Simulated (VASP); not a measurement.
# Na (P6_3/mmc) in VASP: further runs

The runs below take Na through single point, with PBEsol.

All numbers are computed with VASP 6.6.1; they aren't measurements. Logs are shortened: lines on timing, memory, paths and dates and some standing lists are left out, and cuts for length are marked.

### Step 1. The cell of the first run

Symmetry: P6_3/mmc, No. 194, hexagonal system. The conventional cell has a = 3.030 Å, b = 3.030 Å, c = 4.959 Å, α = 90.00°, β = 90.00°, γ = 120.00°. Within 4.0 Å of Na (site symmetry -6m2) lie 12 Na at 3.03 Å.

This isn't the form of Na at room conditions, which is bcc.

### Step 2. Single point, PBEsol

File INCAR:

```
SYSTEM = Na
  PREC = Accurate
  ENCUT = 520
  EDIFF = 1E-6
  ISMEAR = -1
  SIGMA = 0.08
  LREAL = .FALSE.
  LASPH = .TRUE.
  NELM = 80
  ALGO = Normal
  ISIF = 2
  LWAVE = .FALSE.
  LCHARG = .FALSE.
  GGA = PS
  NBANDS = 14
```

File KPOINTS:

```
Automatic mesh
0
G
  14 14 8
  0 0 0
```

File POSCAR:

```
Na
1.0
    3.0300023112      0.0000000000      0.0000000000
   -1.5150011556      2.6240589750      0.0000000000
    0.0000000000      0.0000000000      4.9590273609
Na
2
Direct
    0.3333333333      0.6666666667      0.2500000000
    0.6666666667      0.3333333333      0.7500000000
```

Potentials or basis: VASP PAW PBE potentials, release 64 (Na_pv).

Command:

```
> cat potpaw_PBE.64/Na_pv/POTCAR > POTCAR
> mpirun -np 1 vasp_std > vasp.out
```

OUTCAR:

```text
SYSTEM = Na
   PREC = Accurate
   ENCUT = 520
   EDIFF = 1E-6
   ISMEAR = -1
   LREAL = .FALSE.
   LASPH = .TRUE.
   NELM = 80
   ISIF = 2
   GGA = PS

 ion  position               nearest neighbor table
   1  0.333  0.667  0.250-
   2  0.667  0.333  0.750-

  LATTYP: Found a hexagonal cell.
 ALAT       =     3.0300023112
 C/A-ratio  =     1.6366414450

  Lattice vectors:

 A1 = (   3.0300023112,   0.0000000000,   0.0000000000)
 A2 = (  -1.5150011556,   2.6240589750,   0.0000000000)
 A3 = (   0.0000000000,   0.0000000000,   4.9590273609)

Analysis of symmetry for initial positions (statically):
=====================================================================
 Subroutine PRICEL returns:
 Original cell was already a primitive cell.

 Routine SETGRP: Setting up the symmetry group for a
 hexagonal supercell.

 Subroutine GETGRP returns: Found 24 space group operations
 (whereof 12 operations were pure point group operations)
 out of a pool of 24 trial point group operations.

The static configuration has the point symmetry D_3d.
 The point group associated with its full space group is D_6h.

Analysis of symmetry for dynamics (positions and initial velocities):
=====================================================================
 Subroutine PRICEL returns:
 Original cell was already a primitive cell.

 Routine SETGRP: Setting up the symmetry group for a
 hexagonal supercell.

 Subroutine GETGRP returns: Found 24 space group operations
 (whereof 12 operations were pure point group operations)
 out of a pool of 24 trial point group operations.

The dynamic configuration has the point symmetry D_3d.
 The point group associated with its full space group is D_6h.

 Subroutine INISYM returns: Found 24 space group operations
 (whereof 12 operations are pure point group operations),
 and found     1 'primitive' translations

----------------------------------------------------------------------------------------

                                     Primitive cell

  volume of cell :      39.4288

  direct lattice vectors                    reciprocal lattice vectors
     3.030002311  0.000000000  0.000000000     0.330032752  0.190544498  0.000000000
    -1.515001156  2.624058975  0.000000000     0.000000000  0.381088996  0.000000000
     0.000000000  0.000000000  4.959027361     0.000000000  0.000000000  0.201652447

  length of vectors
     3.030002311  3.030002311  4.959027361     0.381088996  0.381088996  0.201652447

  position of ions in fractional coordinates (direct lattice)
     0.333333333  0.666666667  0.250000000
     0.666666667  0.333333333  0.750000000

  ion indices of the primitive-cell ions
   primitive index   ion index
                 1           1
                 2           2

----------------------------------------------------------------------------------------

 KPOINTS: Automatic mesh

Automatic generation of k-mesh.
 Grid dimensions read from file:
 generate k-points for:   14   14    8

 Generating k-lattice:

  Cartesian coordinates                     Fractional coordinates (reciprocal lattice)
     0.023573768  0.013610321  0.000000000     0.071428571  0.000000000  0.000000000
     0.000000000  0.027220643  0.000000000     0.000000000  0.071428571  0.000000000
     0.000000000  0.000000000  0.025206556     0.000000000  0.000000000  0.125000000

  Length of vectors
     0.027220643  0.027220643  0.025206556

  Shift w.r.t. Gamma in fractional coordinates (k-lattice)
     0.000000000  0.000000000  0.000000000

 Subroutine IBZKPT returns following result:
 ===========================================

 Found    120 irreducible k-points:

 Following reciprocal coordinates:
            Coordinates               Weight
  0.000000  0.000000  0.000000      1.000000
  0.071429  0.000000  0.000000      6.000000
  0.142857 -0.000000  0.000000      6.000000
  0.214286  0.000000  0.000000      6.000000
  0.285714  0.000000  0.000000      6.000000
  0.357143  0.000000  0.000000      6.000000
[... 16 lines left out ...]
  0.285714  0.285714  0.000000      6.000000
  0.357143  0.285714  0.000000      6.000000
 [... further k-points ...]
   k-points           NKPTS =    120   k-points in BZ     NKDIM =    120   number of bands    NBANDS=     14
   number of dos      NEDOS =    301   number of ions     NIONS =      2
   total plane-waves  NPLWV =  23040
   dimension x,y,z NGX =    24 NGY =   24 NGZ =   40
   dimension x,y,z NGXF=    48 NGYF=   48 NGZF=   80
   ions per type =               2
   NGX,Y,Z   is equivalent  to a cutoff of  13.17, 13.17, 13.41 a.u.
   NGXF,Y,Z  is equivalent  to a cutoff of  26.34, 26.34, 26.82 a.u.
 SYSTEM =  Na
   PREC   = accura    normal or accurate (medium, high low for compatibility)
   ISTART =      0    job   : 0-new  1-cont  2-samecut
   ICHARG =      2    charge: 1-file 2-atom 10-const
   ISPIN  =      1    spin polarized calculation?
   LNONCOLLINEAR =      F non collinear calculations
   LSORBIT =      F    spin-orbit coupling
   LASPH  =      T    aspherical Exc in radial PAW
   ENCUT  =  520.0 eV  38.22 Ry    6.18 a.u.   5.63  5.63  9.22*2*pi/ulx,y,z
   NELM   =     80;   NELMIN=  2; NELMDL= -5     # of ELM steps
   EDIFF  = 0.1E-05   stopping-criterion for ELM
   LREAL  =      F    real-space projection
   EDIFFG = 0.1E-04   stopping-criterion for IOM
   NSW    =      0    number of steps for IOM
   IBRION =     -1    ionic relax: 0-MD 1-quasi-New 2-CG
   NFREE  =      0    steps in history (QN), initial steepest desc. (CG)
   ISIF   =      2    stress and relaxation
   ISYM   =      2    0-nonsym 1-usesym 2-fastsym
   POTIM  = 0.5000    time-step for ionic-motion
   TEBEG  =    0.0;   TEEND  =   0.0 temperature during run
   PSTRESS=    0.0 pullay stress
   NELECT =      14.0000    total number of electrons
   NUPDOWN=      -1.0000    fix difference up-down
   EMIN   =  10.00;   EMAX   =-10.00  energy-range for DOS
   EFERMI =   0.00;   METHOD = LEGACY
   ISMEAR =    -1;   SIGMA  =   0.08  broadening in eV -4-tet -1-fermi 0-gaus
   EFERMI_NEDOS =   21; number of points for ismear=-14 and -15
   IALGO  =     38    algorithm
   IMIX   =      4    mixing-type and parameters
     AMIX     =   0.40;   BMIX     =  1.00
     AMIX_MAG =   1.60;   BMIX_MAG =  1.00
  volume/ion in A,a.u.               =      19.71       133.04
  Fermi-wavevector in a.u.,A,eV,Ry     =   1.159257  2.190679 18.284562  1.343877
  Thomas-Fermi vector in A             =   2.295852
   LORBIT       =      0    0 simple, 1 ext, 2 COOP (PROOUT), +10 PAW based schemes
   GGA     = PS    functional components
   LHFCALC =     F    Hartree Fock is set to
   AEXX    =    0.0000 exact exchange contribution
   IVDW    =     0    specifies the selected vdW correction
   LEPSILON=     F    determine dielectric tensor
   LRPA    =     F    only Hartree local field effects (RPA)
 non-spin polarized calculation
  energy-cutoff  :      520.00
  volume of cell :       39.43
 maximum number of plane-waves:      1099
 NGX is ok and might be reduce to    24
   NGX = 11   NGY = 11   NGZ = 19

 number of electron      13.9999986 magnetization

 Free energy of the ion-electron system (eV)
  ---------------------------------------------------
  ext. energy  EPLUGINS =         0.00000000
  ---------------------------------------------------
  free energy    TOTEN  =        -1.85284999 eV

  energy without entropy =       -1.83893370  energy(sigma->0) =       -1.84589185

 E-fermi :   2.9103     XC(G=0):  -8.4616

 val. band max:        2.8384017370   @ k =   0.2143   0.0714   0.2500
 cond. band min:       2.9267111348   @ k =   0.2857   0.2143   0.3750
 fundamental gap:      0.0883093978
 Fermi energy:         2.9102856281

 k-point     1 :       0.0000    0.0000    0.0000
  band No.  band energies     occupation
      1     -22.0477      2.00000
      2     -21.7993      2.00000
      3     -21.7993      2.00000
      4     -21.7667      2.00000
      5     -21.7663      2.00000
      6     -21.7663      2.00000
      7      -2.0013      2.00000
      8       3.5663      0.00055
      9       4.5501      0.00000
     10      16.8957      0.00000
     11      16.8957      0.00000
     12      17.4407      0.00000
     13      18.2312      0.00000
     14      18.2312      0.00000

 k-point     2 :       0.0714    0.0000    0.0000
  band No.  band energies     occupation
      1     -22.0426      2.00000
      2     -21.8099      2.00000
      3     -21.8025      2.00000
      4     -21.7776      2.00000
      5     -21.7682      2.00000
      6     -21.7678      2.00000
      7      -1.8808      2.00000
      8       3.6548      0.00018
      9       4.6615      0.00000
     10      15.0687      0.00000
     11      16.4313      0.00000
     12      17.0948      0.00000
     13      18.5237      0.00000
     14      18.7648      0.00000

 k-point     3 :       0.1429   -0.0000    0.0000
  band No.  band energies     occupation
      1     -22.0281      2.00000
      2     -21.8398      2.00000
      3     -21.8115      2.00000
      4     -21.8083      2.00000
      5     -21.7727      2.00000
      6     -21.7720      2.00000
      7      -1.5225      2.00000
      8       3.9212      0.00001
      9       4.9872      0.00000
     10      12.8658      0.00000
     11      15.6180      0.00000
     12      15.7229      0.00000
     13      17.4266      0.00000
     14      18.9102      0.00000
[... 324 lines left out ...]
 k-point    23 :       0.2857    0.2857    0.0000
  band No.  band energies     occupation
      1     -21.9788      2.00000
      2     -21.9455      2.00000
      3     -21.9086      2.00000
      4     -21.8928      2.00000
      5     -21.8678      2.00000
      6     -21.8428      2.00000
      7       3.2395      0.03214
      8       5.8000      0.00000
      9       6.1295      0.00000
     10       7.9460      0.00000
     11      10.1416      0.00000
     12      10.6069      0.00000
     13      10.9612      0.00000
     14      13.7559      0.00000

 k-point    24 :       0.3571    0.2857    0.0000
  band No.  band energies     occupation
      1     -21.9774      2.00000
      2     -21.9331      2.00000
      3     -21.9273      2.00000
      4     -21.8788      2.00000
      5     -21.8777      2.00000
      6     -21.8557      2.00000
      7       4.2238      0.00000
      8       4.8424      0.00000
      9       5.9406      0.00000
     10       8.8604      0.00000
     11       9.6157      0.00000
     12      10.4096      0.00000
     13      10.7322      0.00000
     14      13.6021      0.00000

 [... further k-points ...]

------------------------ aborting loop because EDIFF is reached ----------------------------------------

  FORCE on cell =-STRESS in cart. coord.  units (eV):
  Direction    XX          YY          ZZ          XY          YZ          ZX
  --------------------------------------------------------------------------------------
  -------------------------------------------------------------------------------------
  Total        3.7044263      3.7044263      3.7102879      0.0000000      0.0000000      0.0000000
  in kB      150.5284136    150.5284136    150.7665998      0.0000000      0.0000000      0.0000000
  external PRESSURE =     150.6078090 kB  Pullay stress =       0.0000000 kB

 VOLUME and BASIS-vectors are now :
 -----------------------------------------------------------------------------
  energy-cutoff  :      520.00
  volume of cell :       39.43
      direct lattice vectors                 reciprocal lattice vectors
     3.030002311  0.000000000  0.000000000     0.330032752  0.190544498  0.000000000
    -1.515001156  2.624058975  0.000000000     0.000000000  0.381088996  0.000000000
     0.000000000  0.000000000  4.959027361     0.000000000  0.000000000  0.201652447

 POSITION                                       TOTAL-FORCE (eV/Angst)
 -----------------------------------------------------------------------------------
     -0.00000      1.74937      1.23976        -0.000000      0.000000      0.000000
      1.51500      0.87469      3.71927         0.000000     -0.000000      0.000000
 -----------------------------------------------------------------------------------
    total drift:                               -0.000000      0.000000     -0.000000

  FREE ENERGIE OF THE ION-ELECTRON SYSTEM (eV)
  ---------------------------------------------------
  free  energy   TOTEN  =        -1.8528499939 eV

  energy  without entropy=       -1.8389337030  energy(sigma->0) =       -1.84589185
```

Run time: 49 s. Hardware: 1 thread of Intel Xeon 8259CL, shared host; peak memory 0.18 GiB.

Results:

* Free energy: -1.8528 eV
* Pressure: 15.1 GPa
* Band gap on the k mesh: zero (bands 7 and 8 overlap by 5.81 eV)

Caveat: the cell stands under pressure; the PAW data sets were made with another functional, which shifts forces and pressure a little.

### Step 3. Single point, PBEsol

This run uses another cell than the first one, of 22.00 Å³/atom.

File INCAR:

```
SYSTEM = Na
ALGO = Normal ; EDIFF = 1E-6
ENCUT = 520 ; GGA = PS
ISIF = 2 ; ISMEAR = -1
LASPH = .TRUE. ; LCHARG = .FALSE.
LREAL = .FALSE. ; LWAVE = .FALSE.
NBANDS = 14 ; NELM = 100
PREC = Accurate ; SIGMA = 0.08
```

File KPOINTS:

```
k-points
0
G
  14 14 8
  0 0 0
```

File POSCAR:

```
Na
1.0
    3.1433321697      0.0000000000      0.0000000000
   -1.5716660849      2.7222055115      0.0000000000
    0.0000000000      0.0000000000      5.1426480786
Na
2
Direct
    0.3333333333      0.6666666667      0.2500000000
    0.6666666667      0.3333333333      0.7500000000
```

Potentials or basis: VASP PAW PBE potentials, release 64 (Na_pv).

Command:

```
> cat potpaw_PBE.64/Na_pv/POTCAR > POTCAR
> mpirun -np 1 vasp_std > vasp.out
```

Run time: 42 s. Hardware: 1 thread of Intel Xeon 8259CL, shared host; peak memory 0.19 GiB.

The run converged. Its results:

```
Free energy            : -2.2064 eV
Pressure               : 9.9 GPa
Band gap on the k mesh : zero (bands 7 and 8 overlap by 5.49 eV)
```

Levels at points of the mesh, in eV from the Fermi level:
```csv
k point,band 4,band 5,band 6,band 7,band 8,band 9,band 10,band 11
"(0.00, 0.00, 0.00)",-24.62,-24.62,-24.62,-4.58,0.63,1.52,13.23,13.23
"(0.50, 0.00, 0.00)",-24.69,-24.66,-24.64,0.23,0.66,4.64,5.30,6.09
"(0.00, 0.00, 0.50)",-24.63,-24.63,-24.63,-3.09,-3.09,7.44,7.44,13.90
"(0.50, 0.00, 0.50)",-24.67,-24.66,-24.66,1.36,1.36,2.23,2.23,9.84
```

Caveat: the cell stands under pressure; the PAW data sets were made with another functional, which shifts forces and pressure a little.
